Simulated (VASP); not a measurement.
# KF (Fm-3m) in VASP: further runs

The runs below take KF through G0W0 quasiparticle levels, with PBE.

All numbers are computed with VASP 6.6.1; they aren't measurements. Logs are shortened: lines on timing, memory, paths and dates and some standing lists are left out, and cuts for length are marked.

## Step 1: The cell of the first run

Symmetry: Fm-3m, No. 225, cubic system. The conventional cell has a = 5.318 Å, b = 5.318 Å, c = 5.318 Å, α = 90.00°, β = 90.00°, γ = 90.00°. Within 3.5 Å of K (site symmetry m-3m) lie 6 F at 2.66 Å. Within 3.5 Å of F (site symmetry m-3m) lie 6 K at 2.66 Å.

## Step 2: G0W0 quasiparticle levels, PBE

The input, POSCAR:

```
KF
1.0
    0.0000000000      2.6589566750      2.6589566750
    2.6589566750      0.0000000000      2.6589566750
    2.6589566750      2.6589566750      0.0000000000
K F
1 1
Direct
    0.0000000000      0.0000000000      0.0000000000
    0.5000000000      0.5000000000      0.5000000000
```

The input, INCAR.step1:

```
PREC     = Accurate       # precision mode
ENCUT    = 500            # plane-wave cutoff, eV
EDIFF    = 1E-8           # SCF threshold, eV
ISMEAR   = 0              # smearing method
SIGMA    = 0.01           # smearing width, eV
LREAL    = False          # projectors in reciprocal space
LASPH    = True           # aspherical terms in the spheres
NELM     = 80             # most SCF steps
ALGO     = Normal         # electronic algorithm
LWAVE    = True           # write WAVECAR
LCHARG   = False          # write CHGCAR
GGA      = PE             # functional
```

The input, INCAR.step2:

```
PREC     = Accurate       # precision mode
ENCUT    = 500            # plane-wave cutoff, eV
EDIFF    = 1E-8           # SCF threshold, eV
ISMEAR   = 0              # smearing method
SIGMA    = 0.01           # smearing width, eV
LREAL    = False          # projectors in reciprocal space
LASPH    = True           # aspherical terms in the spheres
NELM     = 1              # most SCF steps
ALGO     = Exact          # electronic algorithm
LWAVE    = True           # write WAVECAR
LCHARG   = False          # write CHGCAR
GGA      = PE             # functional
NBANDS   = 149            # bands
LOPTICS  = True           # frequency-dependent dielectric function
ISTART   = 1
```

The input, INCAR.step3:

```
PREC     = Accurate       # precision mode
ENCUT    = 500            # plane-wave cutoff, eV
EDIFF    = 1E-8           # SCF threshold, eV
ISMEAR   = 0              # smearing method
SIGMA    = 0.01           # smearing width, eV
LREAL    = False          # projectors in reciprocal space
LASPH    = True           # aspherical terms in the spheres
ALGO     = EVGW0          # electronic algorithm
LWAVE    = False          # write WAVECAR
LCHARG   = False          # write CHGCAR
GGA      = PE             # functional
NELMGW   = 1            
NBANDS   = 149            # bands
ENCUTGW  = 140.0          # cutoff of the response function
NOMEGA   = 96             # frequency points
PRECFOCK = Fast         
ISTART   = 1            
NBANDSGW = 16           
OMEGAMAX = 20
```

The input, KPOINTS:

```
regular mesh
0
Gamma
  4 4 4
```

Potentials or basis: VASP PAW PBE potentials, release 64 (K_sv_GW, F_GW).

Launch:

```console
$ cat potpaw_PBE.64/K_sv_GW/POTCAR potpaw_PBE.64/F_GW/POTCAR > POTCAR
$ cp INCAR.step1 INCAR
$ mpirun -np 1 vasp_std > vasp.out
$ cp INCAR.step2 INCAR
$ mpirun -np 1 vasp_std > vasp.out
$ cp INCAR.step3 INCAR
$ mpirun -np 1 vasp_std > vasp.out
```

OUTCAR:

```text
PREC = Accurate
   ENCUT = 500
   EDIFF = 1E-8
   ISMEAR = 0
   LREAL = False
   LASPH = True
   GGA = PE
   NELMGW = 1
   ENCUTGW = 140.0
   PRECFOCK = Fast
   ISTART = 1

 ion  position               nearest neighbor table
   1  0.000  0.000  0.000-   2 2.66   2 2.66   2 2.66   2 2.66   2 2.66   2 2.66
   2  0.500  0.500  0.500-   1 2.66   1 2.66   1 2.66   1 2.66   1 2.66   1 2.66

  LATTYP: Found a face centered cubic cell.
 ALAT       =     5.3179133500

  Lattice vectors:

 A1 = (   0.0000000000,   2.6589566750,   2.6589566750)
 A2 = (   2.6589566750,   0.0000000000,   2.6589566750)
 A3 = (   2.6589566750,   2.6589566750,   0.0000000000)

Analysis of symmetry for initial positions (statically):
=====================================================================
 Subroutine PRICEL returns:
 Original cell was already a primitive cell.

 Routine SETGRP: Setting up the symmetry group for a
 face centered cubic supercell.

 Subroutine GETGRP returns: Found 48 space group operations
 (whereof 48 operations were pure point group operations)
 out of a pool of 48 trial point group operations.

The static configuration has the point symmetry O_h .

Analysis of symmetry for dynamics (positions and initial velocities):
=====================================================================
 Subroutine PRICEL returns:
 Original cell was already a primitive cell.

 Routine SETGRP: Setting up the symmetry group for a
 face centered cubic supercell.

 Subroutine GETGRP returns: Found 48 space group operations
 (whereof 48 operations were pure point group operations)
 out of a pool of 48 trial point group operations.

The dynamic configuration has the point symmetry O_h .

 Subroutine INISYM returns: Found 48 space group operations
 (whereof 48 operations are pure point group operations),
 and found     1 'primitive' translations

----------------------------------------------------------------------------------------

                                     Primitive cell

  volume of cell :      37.5979

  direct lattice vectors                    reciprocal lattice vectors
     0.000000000  2.658956675  2.658956675    -0.188043681  0.188043681  0.188043681
     2.658956675  0.000000000  2.658956675     0.188043681 -0.188043681  0.188043681
     2.658956675  2.658956675  0.000000000     0.188043681  0.188043681 -0.188043681

  length of vectors
     3.760332592  3.760332592  3.760332592     0.325701209  0.325701209  0.325701209

  position of ions in fractional coordinates (direct lattice)
     0.000000000  0.000000000  0.000000000
     0.500000000  0.500000000  0.500000000

  ion indices of the primitive-cell ions
   primitive index   ion index
                 1           1
                 2           2

----------------------------------------------------------------------------------------

 KPOINTS: regular mesh

Automatic generation of k-mesh.
 Grid dimensions read from file:
 generate k-points for:    4    4    4

 Generating k-lattice:

  Cartesian coordinates                     Fractional coordinates (reciprocal lattice)
    -0.047010920  0.047010920  0.047010920     0.250000000  0.000000000  0.000000000
     0.047010920 -0.047010920  0.047010920     0.000000000  0.250000000  0.000000000
     0.047010920  0.047010920 -0.047010920     0.000000000  0.000000000  0.250000000

  Length of vectors
     0.081425302  0.081425302  0.081425302

  Shift w.r.t. Gamma in fractional coordinates (k-lattice)
     0.000000000  0.000000000  0.000000000

 Subroutine IBZKPT returns following result:
 ===========================================

 Found      8 irreducible k-points:

 Following reciprocal coordinates:
            Coordinates               Weight
  0.000000  0.000000  0.000000      1.000000
  0.250000  0.000000  0.000000      8.000000
  0.500000  0.000000  0.000000      4.000000
  0.250000  0.250000  0.000000      6.000000
  0.500000  0.250000  0.000000     24.000000
 -0.250000  0.250000  0.000000     12.000000
  0.500000  0.500000  0.000000      3.000000
 -0.250000  0.500000  0.250000      6.000000
   k-points           NKPTS =      8   k-points in BZ     NKDIM =     64   number of bands    NBANDS=    149
   number of dos      NEDOS =    301   number of ions     NIONS =      2
   total plane-waves  NPLWV =  21952
   dimension x,y,z NGX =    28 NGY =   28 NGZ =   28
   dimension x,y,z NGXF=    56 NGYF=   56 NGZF=   56
   ions per type =               1   1
   NGX,Y,Z   is equivalent  to a cutoff of  12.38, 12.38, 12.38 a.u.
   NGXF,Y,Z  is equivalent  to a cutoff of  24.76, 24.76, 24.76 a.u.
 SYSTEM =  unknown system
   PREC   = accura    normal or accurate (medium, high low for compatibility)
   ISTART =      1    job   : 0-new  1-cont  2-samecut
   ICHARG =      0    charge: 1-file 2-atom 10-const
   ISPIN  =      1    spin polarized calculation?
   LNONCOLLINEAR =      F non collinear calculations
   LSORBIT =      F    spin-orbit coupling
   LASPH  =      T    aspherical Exc in radial PAW
   ENCUT  =  500.0 eV  36.75 Ry    6.06 a.u.   6.86  6.86  6.86*2*pi/ulx,y,z
   NELM   =     60;   NELMIN=  2; NELMDL=  0     # of ELM steps
   EDIFF  = 0.1E-07   stopping-criterion for ELM
   LREAL  =      F    real-space projection
   EDIFFG = 0.1E-06   stopping-criterion for IOM
   NSW    =      0    number of steps for IOM
   IBRION =     -1    ionic relax: 0-MD 1-quasi-New 2-CG
   NFREE  =      0    steps in history (QN), initial steepest desc. (CG)
   ISIF   =      0    stress and relaxation
   ISYM   =      3    0-nonsym 1-usesym 2-fastsym
   POTIM  = 0.5000    time-step for ionic-motion
   TEBEG  =    0.0;   TEEND  =   0.0 temperature during run
   PSTRESS=    0.0 pullay stress
   NELECT =      16.0000    total number of electrons
   NUPDOWN=      -1.0000    fix difference up-down
   EMIN   =  10.00;   EMAX   =-10.00  energy-range for DOS
   EFERMI =   0.00;   METHOD = LEGACY
   ISMEAR =     0;   SIGMA  =   0.01  broadening in eV -4-tet -1-fermi 0-gaus
   EFERMI_NEDOS =   21; number of points for ismear=-14 and -15
   IALGO  =     38    algorithm
   IMIX   =      4    mixing-type and parameters
     AMIX     =   0.40;   BMIX     =  1.00
     AMIX_MAG =   1.60;   BMIX_MAG =  1.00
  volume/ion in A,a.u.               =      18.80       126.86
  Fermi-wavevector in a.u.,A,eV,Ry     =   1.231384  2.326979 20.630609  1.516307
  Thomas-Fermi vector in A             =   2.366196
   LORBIT       =      0    0 simple, 1 ext, 2 COOP (PROOUT), +10 PAW based schemes
   GGA     = PE    functional components
   LHFCALC =     T    Hartree Fock is set to
   PRECFOCK=fast      Normal, Fast or Accurate (Low or Medium for compatibility)
   ENCUT4O =  -1.0   cutoff for four orbital integrals eV
   NKREDX  =     1    reduce k-point grid by
   NKREDY  =     1    reduce k-point grid by
   NKREDZ  =     1    reduce k-point grid by
   AEXX    =    1.0000 exact exchange contribution
   HFSCREEN=    0.0000 screening length (either q_TF or 0.3 A-1)
   HFSCREENC=   0.0000 screening length for correlation (either q_TF or 0.3 A-1)
   ENCUTFOCK=  -1.0 apply spherical cutoff to Coloumb kernel
   IVDW    =     0    specifies the selected vdW correction
   LEPSILON=     F    determine dielectric tensor
   LRPA    =     F    only Hartree local field effects (RPA)
   LRPAFORCE           =     F    calculate RPA forces
   ENCUTGW             = 140.0    cutoff for response function in eV
   ENCUTGWSOFT         = 112.0    soft cutoff for Coulomb kernel in GW response function in eV
   ENCUTLF             =  -1.0    cutoff for local field effects
   NELMGW              =     1    number of iterations in solving QP/BSE equation
   NELMHF              =     1    number of iterations in the inner HF iteration
   NKREDLFX            =     1    NKREDLFY  =   1   NKREDLFZ  =   1
 non-spin polarized calculation
 Gauss-broadening in eV      SIGMA  =   0.01
  energy-cutoff  :      500.00
  volume of cell :       37.60
 maximum number of plane-waves:       982
  NGX = 16; NGY = 16; NGZ = 16
   NGX = 13   NGY = 13   NGZ = 13
 maximum number of plane-waves:       150

 QP shifts <psi_nk| G(iteration)W_0 |psi_nk>: iteration 1
 for sc-GW calculations column KS-energies equals QP-energies in previous step
 and V_xc(KS)=  KS-energies - (<T + V_ion + V_H > + <T+V_H+V_ion>^1  + <V_x>^1)

 k-point   1 :       0.0000    0.0000    0.0000
  band No.  KS-energies  QP-energies   sigma(KS)   V_xc(KS)     V^pw_x(r,r')   Z            occupation Imag(sigma)

      1     -26.4459     -28.5822     -21.7446     -18.4221     -30.7057       0.6430       2.0000       0.4408
      2     -19.0221     -22.7533     -28.0977     -23.0026     -37.0215       0.7323       2.0000       0.6126
      3      -9.6851     -13.1867     -22.2228     -18.0588     -24.9291       0.8409       2.0000       0.0493
      4      -9.6851     -13.1867     -22.2228     -18.0588     -24.9291       0.8409       2.0000       0.0493
      5      -9.6851     -13.1867     -22.2228     -18.0588     -24.9291       0.8409       2.0000       0.0493
      6      -0.3675      -2.7809     -24.8311     -21.7649     -29.5448       0.7871       2.0000       0.0554
[... 8 lines left out ...]
     15      16.6127      16.9657      -4.1611      -4.5816      -0.6767       0.8394       0.0000      -0.1749
     16      24.0780      27.2789      -8.8748     -12.6924      -4.4795       0.8385       0.0000      -0.2887

 k-point   2 :       0.2500    0.0000    0.0000
  band No.  KS-energies  QP-energies   sigma(KS)   V_xc(KS)     V^pw_x(r,r')   Z            occupation Imag(sigma)

      1     -26.3956     -28.5278     -21.7999     -18.4752     -30.7355       0.6413       2.0000       0.4282
      2     -19.0694     -23.0271     -28.0229     -22.9231     -36.9481       0.7761       2.0000       0.6353
      3      -9.8279     -13.3627     -22.0837     -17.8969     -24.7927       0.8443       2.0000       0.0444
      4      -9.7039     -13.2022     -22.1946     -18.0224     -24.8822       0.8385       2.0000       0.0463
      5      -9.7039     -13.2022     -22.1946     -18.0224     -24.8822       0.8385       2.0000       0.0463
      6      -0.8112      -3.3011     -23.5888     -20.4063     -28.0994       0.7824       2.0000       0.0554
[... 8 lines left out ...]
     15      18.1521      20.4890      -7.4151     -10.0515      -3.6632       0.8864       0.0000      -0.2058
     16      20.6264      22.3464      -7.2149      -9.1683      -3.3966       0.8805       0.0000      -0.3102

 k-point   3 :       0.5000    0.0000    0.0000
  band No.  KS-energies  QP-energies   sigma(KS)   V_xc(KS)     V^pw_x(r,r')   Z            occupation Imag(sigma)

      1     -26.3444     -28.4626     -21.8571     -18.5303     -30.7666       0.6367       2.0000       0.4155
      2     -19.1185     -23.1936     -27.9504     -22.8409     -36.8720       0.7976       2.0000       0.6591
      3      -9.9678     -13.4731     -21.9523     -17.7451     -24.6724       0.8332       2.0000       0.0385
      4      -9.7224     -13.2142     -22.1671     -17.9872     -24.8364       0.8354       2.0000       0.0437
      5      -9.7224     -13.2142     -22.1671     -17.9872     -24.8364       0.8354       2.0000       0.0437
      6      -1.1724      -3.7279     -22.8030     -19.5255     -27.2191       0.7797       2.0000       0.0579
[... 74 lines left out ...]
      1     -26.3225     -28.4417     -21.8776     -18.5600     -30.7930       0.6388       2.0000       0.4239
      2     -19.0458     -22.8724     -28.1233     -23.0196     -37.0726       0.7498       2.0000       0.6335
      3     -10.2683     -13.8127     -21.4466     -17.1918     -24.2689       0.8330       2.0000       0.0838
      4      -9.9056     -13.4013     -21.9553     -17.7534     -24.7075       0.8319       2.0000       0.0583
      5      -9.9056     -13.4013     -21.9553     -17.7534     -24.7075       0.8319       2.0000       0.0583
      6      -0.5725      -3.0443     -24.2340     -21.1003     -28.7387       0.7888       2.0000       0.0546
[... 8 lines left out ...]
     15      15.5603      17.8940      -8.1534     -10.9390      -4.4917       0.8378       0.0000      -0.0608
     16      17.2655      18.9210      -8.1290     -10.0949      -4.4861       0.8421       0.0000      -0.1371

 k-point   8 :      -0.2500    0.5000    0.2500
  band No.  KS-energies  QP-energies   sigma(KS)   V_xc(KS)     V^pw_x(r,r')   Z            occupation Imag(sigma)

      1     -26.3194     -28.4433     -21.8820     -18.5617     -30.7915       0.6397       2.0000       0.4196
      2     -19.0695     -23.0413     -28.0697     -22.9632     -37.0124       0.7778       2.0000       0.6433
      3     -10.0894     -13.6246     -21.6901     -17.4614     -24.4751       0.8360       2.0000       0.0685
      4     -10.0894     -13.6246     -21.6901     -17.4614     -24.4751       0.8360       2.0000       0.0685
      5      -9.7744     -13.2755     -22.1455     -17.9592     -24.8305       0.8363       2.0000       0.0410
      6      -0.7799      -3.2582     -23.9887     -20.8131     -28.6147       0.7804       2.0000       0.0569
[... 8 lines left out ...]
     15      15.7521      18.2450      -9.0246     -12.0361      -5.3871       0.8278       0.0000      -0.0773
     16      15.7521      18.2450      -9.0246     -12.0361      -5.3871       0.8278       0.0000      -0.0773
```

Run time: 2.4 min. Hardware: 1 thread of AMD EPYC 9R45 (Zen 5), shared host; peak memory 0.34 GiB.

Results:

```
Quasiparticle gap                                   : 9.71 eV
Least direct quasiparticle gap                      : 9.71 eV
Band gap of the starting levels on the mesh         : 6.26 eV
Least direct gap of the starting levels on the mesh : 6.26 eV
```

Caveat: the k points lie up to 0.51 Å⁻¹ apart; bands, screening cutoff and mesh are small and nothing is extrapolated, so the quasiparticle values aren't converged.

[end of part 1 of 2]
